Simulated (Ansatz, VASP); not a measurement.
# Two plane-wave programs on BaS

```
Ba S
1.0
     5.38445    0.00000    0.00000
    -2.69222    4.66307    0.00000
     0.00000    0.00000    6.38170
Ba S
2 2
Direct
  0.33333 0.66667 0.25000
  0.66667 0.33333 0.75000
  0.66667 0.33333 0.25000
  0.33333 0.66667 0.75000
```

Alike in both runs: task single point; functional r2SCAN; k mesh 6 × 6 × 4; no spin polarisation.

```csv
,VASP,Ansatz
version,VASP 6.6.1,Ansatz 0.2.0
potentials or method,"VASP PAW PBE potentials, release 64 (Ba_sv, S)","plane waves, PAW"
plane-wave cutoff (eV),520,500
occupations,"gaussian, width 0.01 eV",fixed
valence electrons in the cell,32,32
```

```csv
,VASP,Ansatz,Ansatz less VASP
gap on the k mesh at the Fermi level (eV),2.82,2.90,+0.083
pressure (GPa),0.4,0.0,-0.44
"traceless stress, the component that is largest in VASP (GPa)",0.09,0.01,-0.080
```

VASP's potentials were made for PBE, not for r2SCAN.

Spin-orbit coupling is off throughout.
